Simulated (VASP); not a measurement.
# Fe (Im-3m) in VASP: notebook

Runs on Fe. Level: PBE. Tasks: single point.

Program: VASP 6.6.1. These are calculated values, not measurements. Logs are shortened: lines on timing, memory, paths and dates and some standing lists are left out, and cuts for length are marked.

## (1) The cell of the first run

The structure is cubic, space group Im-3m (No. 229). The conventional cell has a = 2.833 Å, b = 2.833 Å, c = 2.833 Å, α = 90.00°, β = 90.00°, γ = 90.00°. Fe (site symmetry m-3m) has 14 Fe at 2.45 to 2.83 Å within 3.2 Å.

## (2) Single point, PBE, collinear spin, ferromagnetic start

File INCAR:

```
SYSTEM = Fe
PREC = Accurate
ENCUT = 520
EDIFF = 1E-6
ISMEAR = -1
SIGMA = 0.6
LREAL = .FALSE.
LASPH = .TRUE.
NELM = 150
ALGO = Normal
ISIF = 2
LWAVE = .FALSE.
LCHARG = .FALSE.
ISPIN = 2
MAGMOM = 2.208
LORBIT = 11
LMAXMIX = 4
GGA = PE
NBANDS = 14
```

File KPOINTS:

```
Automatic mesh
0
G
  15 15 15
  0 0 0
```

File POSCAR:

```
Fe
1.0
   -1.4163059769      1.4163059769      1.4163059769
    1.4163059769     -1.4163059769      1.4163059769
    1.4163059769      1.4163059769     -1.4163059769
Fe
1
Direct
    0.0000000000      0.0000000000      0.0000000000
```

Potentials or basis: VASP PAW PBE potentials, release 64 (Fe).

Started as:

```
$ cat potpaw_PBE.64/Fe/POTCAR > POTCAR
$ mpirun -np 1 vasp_std > vasp.out
```

OUTCAR:

```text
SYSTEM = Fe
   PREC = Accurate
   ENCUT = 520
   EDIFF = 1E-6
   ISMEAR = -1
   LREAL = .FALSE.
   LASPH = .TRUE.
   NELM = 150
   ISIF = 2
   ISPIN = 2
   LORBIT = 11
   GGA = PE

 ion  position               nearest neighbor table
   1  0.000  0.000  0.000-

  LATTYP: Found a body centered cubic cell.
 ALAT       =     2.8326119538

  Lattice vectors:

 A1 = (  -1.4163059769,   1.4163059769,   1.4163059769)
 A2 = (   1.4163059769,  -1.4163059769,   1.4163059769)
 A3 = (   1.4163059769,   1.4163059769,  -1.4163059769)

Analysis of symmetry for initial positions (statically):
=====================================================================
 Subroutine PRICEL returns:
 Original cell was already a primitive cell.

 Routine SETGRP: Setting up the symmetry group for a
 body centered cubic supercell.

 Subroutine GETGRP returns: Found 48 space group operations
 (whereof 48 operations were pure point group operations)
 out of a pool of 48 trial point group operations.

The static configuration has the point symmetry O_h .

Analysis of symmetry for dynamics (positions and initial velocities):
=====================================================================
 Subroutine PRICEL returns:
 Original cell was already a primitive cell.

 Routine SETGRP: Setting up the symmetry group for a
 body centered cubic supercell.

 Subroutine GETGRP returns: Found 48 space group operations
 (whereof 48 operations were pure point group operations)
 out of a pool of 48 trial point group operations.

The dynamic configuration has the point symmetry O_h .

Analysis of structural, dynamic, and magnetic symmetry:
=====================================================================
 Subroutine PRICEL returns:
 Original cell was already a primitive cell.

 Routine SETGRP: Setting up the symmetry group for a
 body centered cubic supercell.

 Subroutine GETGRP returns: Found 48 space group operations
 (whereof 48 operations were pure point group operations)
 out of a pool of 48 trial point group operations.

The overall configuration has the point symmetry O_h .

 Subroutine INISYM returns: Found 48 space group operations
 (whereof 48 operations are pure point group operations),
 and found     1 'primitive' translations

----------------------------------------------------------------------------------------

                                     Primitive cell

  volume of cell :      11.3640

  direct lattice vectors                    reciprocal lattice vectors
    -1.416305977  1.416305977  1.416305977     0.000000000  0.353031060  0.353031060
     1.416305977 -1.416305977  1.416305977     0.353031060  0.000000000  0.353031060
     1.416305977  1.416305977 -1.416305977     0.353031060  0.353031060  0.000000000

  length of vectors
     2.453113911  2.453113911  2.453113911     0.499261313  0.499261313  0.499261313

  position of ions in fractional coordinates (direct lattice)
     0.000000000  0.000000000  0.000000000

  ion indices of the primitive-cell ions
   primitive index   ion index
                 1           1

----------------------------------------------------------------------------------------

 KPOINTS: Automatic mesh

Automatic generation of k-mesh.
 Grid dimensions read from file:
 generate k-points for:   15   15   15

 Generating k-lattice:

  Cartesian coordinates                     Fractional coordinates (reciprocal lattice)
     0.000000000  0.023535404  0.023535404     0.066666667  0.000000000  0.000000000
     0.023535404  0.000000000  0.023535404     0.000000000  0.066666667  0.000000000
     0.023535404  0.023535404  0.000000000     0.000000000  0.000000000  0.066666667

  Length of vectors
     0.033284088  0.033284088  0.033284088

  Shift w.r.t. Gamma in fractional coordinates (k-lattice)
     0.000000000  0.000000000  0.000000000

 Subroutine IBZKPT returns following result:
 ===========================================

 Found    120 irreducible k-points:

 Following reciprocal coordinates:
            Coordinates               Weight
  0.000000  0.000000  0.000000      1.000000
  0.066667  0.000000  0.000000     12.000000
  0.133333  0.000000  0.000000     12.000000
  0.200000  0.000000  0.000000     12.000000
  0.266667  0.000000  0.000000     12.000000
  0.333333  0.000000  0.000000     12.000000
[... 16 lines left out ...]
  0.333333  0.200000  0.000000     48.000000
  0.400000  0.200000 -0.000000     24.000000
 [... further k-points ...]
   k-points           NKPTS =    120   k-points in BZ     NKDIM =    120   number of bands    NBANDS=     14
   number of dos      NEDOS =    301   number of ions     NIONS =      1
   total plane-waves  NPLWV =   5832
   dimension x,y,z NGX =    18 NGY =   18 NGZ =   18
   dimension x,y,z NGXF=    36 NGYF=   36 NGZF=   36
   ions per type =               1
   NGX,Y,Z   is equivalent  to a cutoff of  12.20, 12.20, 12.20 a.u.
   NGXF,Y,Z  is equivalent  to a cutoff of  24.40, 24.40, 24.40 a.u.
 SYSTEM =  Fe
   PREC   = accura    normal or accurate (medium, high low for compatibility)
   ISTART =      0    job   : 0-new  1-cont  2-samecut
   ICHARG =      2    charge: 1-file 2-atom 10-const
   ISPIN  =      2    spin polarized calculation?
   LNONCOLLINEAR =      F non collinear calculations
   LSORBIT =      F    spin-orbit coupling
   LASPH  =      T    aspherical Exc in radial PAW
   ENCUT  =  520.0 eV  38.22 Ry    6.18 a.u.   4.56  4.56  4.56*2*pi/ulx,y,z
   NELM   =    150;   NELMIN=  2; NELMDL= -5     # of ELM steps
   EDIFF  = 0.1E-05   stopping-criterion for ELM
   LREAL  =      F    real-space projection
   EDIFFG = 0.1E-04   stopping-criterion for IOM
   NSW    =      0    number of steps for IOM
   IBRION =     -1    ionic relax: 0-MD 1-quasi-New 2-CG
   NFREE  =      0    steps in history (QN), initial steepest desc. (CG)
   ISIF   =      2    stress and relaxation
   ISYM   =      2    0-nonsym 1-usesym 2-fastsym
   POTIM  = 0.5000    time-step for ionic-motion
   TEBEG  =    0.0;   TEEND  =   0.0 temperature during run
   PSTRESS=    0.0 pullay stress
   NELECT =       8.0000    total number of electrons
   NUPDOWN=      -1.0000    fix difference up-down
   EMIN   =  10.00;   EMAX   =-10.00  energy-range for DOS
   EFERMI =   0.00;   METHOD = LEGACY
   ISMEAR =    -1;   SIGMA  =   0.60  broadening in eV -4-tet -1-fermi 0-gaus
   EFERMI_NEDOS =   21; number of points for ismear=-14 and -15
   IALGO  =     38    algorithm
   IMIX   =      4    mixing-type and parameters
     AMIX     =   0.40;   BMIX     =  1.00
     AMIX_MAG =   1.60;   BMIX_MAG =  1.00
  volume/ion in A,a.u.               =      11.36        76.69
  Fermi-wavevector in a.u.,A,eV,Ry     =   1.456334  2.752073 28.856726  2.120910
  Thomas-Fermi vector in A             =   2.573265
   LORBIT       =     11    0 simple, 1 ext, 2 COOP (PROOUT), +10 PAW based schemes
   GGA     = PE    functional components
   LHFCALC =     F    Hartree Fock is set to
   AEXX    =    0.0000 exact exchange contribution
   IVDW    =     0    specifies the selected vdW correction
   LEPSILON=     F    determine dielectric tensor
   LRPA    =     F    only Hartree local field effects (RPA)
 spin polarized calculation
  energy-cutoff  :      520.00
  volume of cell :       11.36
 maximum number of plane-waves:       321
   NGX =  9   NGY =  9   NGZ =  9

 number of electron       8.0000009 magnetization       0.6485555

 Free energy of the ion-electron system (eV)
  ---------------------------------------------------
  ext. energy  EPLUGINS =         0.00000000
  ---------------------------------------------------
  free energy    TOTEN  =        -9.07444639 eV

  energy without entropy =       -6.97723609  energy(sigma->0) =       -8.02584124

 E-fermi :   6.0199     XC(G=0): -13.1482

 val. band max:        6.0148922891   @ k =   0.2000   0.0667   0.0667
 cond. band min:       6.0212462662   @ k =  -0.4667   0.4667   0.3333
 fundamental gap:      0.0063539770
 Fermi energy:         6.0198569759

 spin component 1

 k-point     1 :       0.0000    0.0000    0.0000
  band No.  band energies     occupation
      1      -2.5696      1.00000
      2       4.1485      0.95766
      3       4.1485      0.95766
      4       4.1485      0.95766
      5       5.5978      0.66894
      6       5.5978      0.66894
      7      30.7410      0.00000
      8      30.7410      0.00000
      9      30.7410      0.00000
     10      35.9568      0.00000
     11      35.9568      0.00000
     12      38.4345      0.00000
     13      38.4345      0.00000
     14      38.4345      0.00000

 k-point     2 :       0.0667    0.0000    0.0000
  band No.  band energies     occupation
      1      -2.3853      1.00000
      2       4.0952      0.96112
      3       4.1425      0.95807
      4       4.2502      0.95024
      5       5.5437      0.68860
      6       5.6021      0.66735
      7      29.6039      0.00000
      8      30.4830      0.00000
      9      30.6328      0.00000
     10      35.3078      0.00000
     11      36.2343      0.00000
     12      36.2406      0.00000
     13      36.9724      0.00000
     14      38.9066      0.00000
[... 343 lines left out ...]
      1       2.0711      0.99862
      2       3.0848      0.99255
      3       3.9091      0.97119
      4       5.5475      0.68725
      5       6.0136      0.50259
      6       9.2001      0.00496
      7      14.9667      0.00000
      8      18.9561      0.00000
      9      25.3808      0.00000
     10      32.0791      0.00000
     11      36.4032      0.00000
     12      40.1806      0.00000
     13      44.3104      0.00000
     14      48.2188      0.00000

 k-point    24 :       0.4000    0.2000   -0.0000
  band No.  band energies     occupation
      1       2.0797      0.99860
      2       3.0779      0.99263
      3       4.0330      0.96482
      4       5.5881      0.67253
      5       6.0647      0.48131
      6      10.0261      0.00126
      7      13.7334      0.00000
      8      18.7542      0.00000
      9      25.1871      0.00000
     10      32.1107      0.00000
     11      36.7127      0.00000
     12      39.9679      0.00000
     13      44.0751      0.00000
     14      49.7804      0.00000

 [... further k-points ...]

 spin component 2

 k-point     1 :       0.0000    0.0000    0.0000
  band No.  band energies     occupation
      1      -2.5036      1.00000
      2       4.6959      0.90084
      3       4.6959      0.90084
      4       4.6959      0.90084
      5       6.4130      0.34180
      6       6.4130      0.34179
      7      30.6905      0.00000
      8      30.6905      0.00000
      9      30.6905      0.00000
     10      36.0382      0.00000
     11      36.0382      0.00000
     12      38.6330      0.00000
     13      38.6330      0.00000
     14      38.6330      0.00000

 k-point     2 :       0.0667    0.0000    0.0000
  band No.  band energies     occupation
      1      -2.3190      1.00000
      2       4.6398      0.90889
      3       4.6880      0.90200
      4       4.8000      0.88423
      5       6.3542      0.36419
      6       6.4175      0.34014
      7      29.6063      0.00000
      8      30.4499      0.00000
      9      30.6014      0.00000
     10      35.4198      0.00000
     11      36.4358      0.00000
     12      36.4901      0.00000
     13      37.0960      0.00000
     14      39.0891      0.00000
[... 343 lines left out ...]
      1       2.4512      0.99740
      2       3.5664      0.98352
      3       4.3157      0.94481
      4       6.2787      0.39381
      5       6.7622      0.22491
      6       9.6263      0.00245
      7      15.2795      0.00000
      8      19.1596      0.00000
      9      25.5349      0.00000
     10      32.1627      0.00000
     11      36.4736      0.00000
     12      40.3338      0.00000
     13      44.5342      0.00000
     14      48.3187      0.00000

 k-point    24 :       0.4000    0.2000   -0.0000
  band No.  band energies     occupation
      1       2.4873      0.99723
      2       3.5563      0.98379
      3       4.4516      0.93175
      4       6.3242      0.37583
      5       6.7955      0.21539
      6      10.3855      0.00069
      7      14.0945      0.00000
      8      18.9563      0.00000
      9      25.3390      0.00000
     10      32.2007      0.00000
     11      36.7617      0.00000
     12      40.1309      0.00000
     13      44.3321      0.00000
     14      49.7870      0.00000

 [... further k-points ...]

------------------------ aborting loop because EDIFF is reached ----------------------------------------

  FORCE on cell =-STRESS in cart. coord.  units (eV):
  Direction    XX          YY          ZZ          XY          YZ          ZX
  --------------------------------------------------------------------------------------
  -------------------------------------------------------------------------------------
  Total       -0.0294839     -0.0294839     -0.0294839      0.0000000      0.0000000     -0.0000000
  in kB       -4.1568501     -4.1568501     -4.1568501      0.0000000      0.0000000     -0.0000000
  external PRESSURE =      -4.1568501 kB  Pullay stress =       0.0000000 kB

 VOLUME and BASIS-vectors are now :
 -----------------------------------------------------------------------------
  energy-cutoff  :      520.00
  volume of cell :       11.36
      direct lattice vectors                 reciprocal lattice vectors
    -1.416305977  1.416305977  1.416305977     0.000000000  0.353031060  0.353031060
     1.416305977 -1.416305977  1.416305977     0.353031060  0.000000000  0.353031060
     1.416305977  1.416305977 -1.416305977     0.353031060  0.353031060  0.000000000

 POSITION                                       TOTAL-FORCE (eV/Angst)
 -----------------------------------------------------------------------------------
      0.00000      0.00000      0.00000         0.000000      0.000000     -0.000000
 -----------------------------------------------------------------------------------
    total drift:                                0.000000      0.000000      0.000000

  FREE ENERGIE OF THE ION-ELECTRON SYSTEM (eV)
  ---------------------------------------------------
  free  energy   TOTEN  =        -9.0744463919 eV

  energy  without entropy=       -6.9772360912  energy(sigma->0) =       -8.02584124

 total charge

# of ion       s       p       d       tot
------------------------------------------
    1        0.485   0.531   6.253   7.270

 magnetization (x)

# of ion       s       p       d       tot
------------------------------------------
    1       -0.003  -0.011   0.659   0.645
```

Wall time 24 s (1 thread of Intel Xeon Platinum 8559C (Emerald Rapids), shared host); peak memory 0.14 GiB.

What came out:

- Free energy: -9.0744 eV
- Pressure: -0.4 GPa
- Net moment: 0.65 μB per cell
- Site moments: Fe +0.65 μB
- Valence electrons inside the program's atomic spheres: Fe 7.27

Levels at points of the mesh, in eV from the Fermi level:
Spin up:
```csv
k point,band 3,band 4,band 5,band 6,band 7,band 8
"(0.00, 0.00, 0.00)",-1.87,-1.87,-0.42,-0.42,24.72,24.72
```
Spin down:
```
           k point  band 1  band 2  band 3  band 4  band 5  band 6  band 7  band 8
(0.00, 0.00, 0.00)   -8.52   -1.32   -1.32   -1.32    0.39    0.39   24.67   24.67
```

## (3) Single point, PBE, collinear spin, ferromagnetic start

File INCAR:

```
ALGO = Normal
EDIFF = 1E-7
ENCUT = 520
GGA = PE
ISIF = 2
ISMEAR = -1
ISPIN = 2
LASPH = T
LCHARG = F
LMAXMIX = 4
LORBIT = 11
LREAL = F
LWAVE = F
MAGMOM = 2.208
NBANDS = 14
NELM = 150
PREC = Accurate
SIGMA = 1.0
```

File KPOINTS:

```
k-points
0
Gamma
  15 15 15
```

POSCAR is that of step 2.

Potentials or basis: VASP PAW PBE potentials, release 64 (Fe).

Started as:

```
$ cat potpaw_PBE.64/Fe/POTCAR > POTCAR
$ mpirun -np 1 vasp_std > vasp.out
```

It took 22 s on 1 thread of Intel Xeon Platinum 8559C (Emerald Rapids), shared host; peak memory 0.14 GiB.

It converged, with:

```
Free energy                                           : -10.7611 eV
Pressure                                              : 16.3 GPa
Band gap on the k mesh                                : zero (filled and empty bands overlap)
Net moment                                            : 0.00 μB per cell
Valence electrons inside the program's atomic spheres : Fe 7.28
```

Levels at points of the mesh, in eV from the Fermi level:
Spin up:
```tsv
k point	band 1	band 2	band 3	band 4	band 5	band 6	band 7	band 8	band 9
(0.00, 0.00, 0.00)	-8.81	-1.73	-1.73	-1.73	-0.14	-0.14	24.43	24.43	24.43
```
Spin down:
```
           k point  band 1  band 2  band 3  band 4  band 5  band 6  band 7  band 8
(0.00, 0.00, 0.00)   -8.81   -1.73   -1.73   -1.73   -0.14   -0.14   24.43   24.43
```

Caveat: the starting moments collapsed, and a magnetic state may lie lower.

(Part 1 of 2 ends here.)
